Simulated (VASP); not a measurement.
Here is a VASP 6.6.1 calculation.

File INCAR:

```
SYSTEM = AlFe
PREC = Accurate
ENCUT = 520
EDIFF = 1E-7
ISMEAR = -1
SIGMA = 0.1
LREAL = .FALSE.
LASPH = .TRUE.
NELM = 150
ALGO = Normal
ISIF = 2
LWAVE = .FALSE.
LCHARG = .FALSE.
ISPIN = 2
MAGMOM = 0 0.7
LORBIT = 11
LMAXMIX = 4
GGA = CA
NBANDS = 16
```

File KPOINTS:

```
Automatic mesh
0
G
  12 12 12
  0 0 0
```

The input POSCAR:

```
AlFe
1.0
    2.9100000000      0.0000000000      0.0000000000
    0.0000000000      2.9100000000      0.0000000000
    0.0000000000      0.0000000000      2.9100000000
Al Fe
1 1
Direct
    0.0000000000      0.0000000000      0.0000000000
    0.5000000000      0.5000000000      0.5000000000
```

Potentials or basis: VASP PAW LDA potentials, release 64 (Al, Fe).

The run is started by

```console
$ cat potpaw_LDA.64/Al/POTCAR potpaw_LDA.64/Fe/POTCAR > POTCAR
$ mpirun -np 1 vasp_std > vasp.out
```

**Question.** Predict the site moments.

**Answer.** Al -0.02; Fe +0.67 μB.

**Question.** Estimate the pressure.

**Answer.** -15.9 GPa.
